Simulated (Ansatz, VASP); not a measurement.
# SiO2 in VASP and in Ansatz

```xyz
6
Lattice="4.1051 0.0000 0.0000 0.0000 4.1051 0.0000 0.0000 0.0000 2.7266" Properties=species:S:1:pos:R:3 pbc="T T T"
Si    2.0525    2.0525    1.3633
Si    0.0000    0.0000    0.0000
O     2.8507    2.8507    0.0000
O     0.7981    3.3070    1.3633
O     1.2544    1.2544    0.0000
O     3.3070    0.7981    1.3633
```

Alike in both runs: task single point; functional LDA; k mesh 6 × 6 × 10; occupations gaussian, width 0.05 eV; no spin polarisation.

|  | VASP | Ansatz |
| --- | --- | --- |
| version | VASP 6.6.1 | Ansatz 0.2.0 |
| potentials or method | VASP PAW LDA potentials, release 64 (Si, O), cutoff 520 eV | scalar-relativistic, plane waves, PAW |
| valence electrons in the cell | 32 | 32 |

|  | VASP | Ansatz | Ansatz less VASP |
| --- | --- | --- | --- |
| gap on the k mesh at the Fermi level (eV) | 5.67 | 5.67 | -0.003 |
| least direct gap on the mesh (eV) | 5.67 | 5.67 | -0.003 |
| pressure (GPa) | -0.3 | -1.3 | -1.05 |
| traceless stress, the component that is largest in VASP (GPa) | -10.69 | -11.17 | -0.488 |
| rms of the force components (eV/Å) | 0.099 | 0.091 | -0.0084 |

Ansatz warns that its potentials were made for another functional, while VASP's fit it. LDA's correlation is that of Perdew and Zunger in VASP and of Perdew and Wang (1992) in Ansatz. Atom by atom the forces differ by 0.008 eV/Å (rms over components).
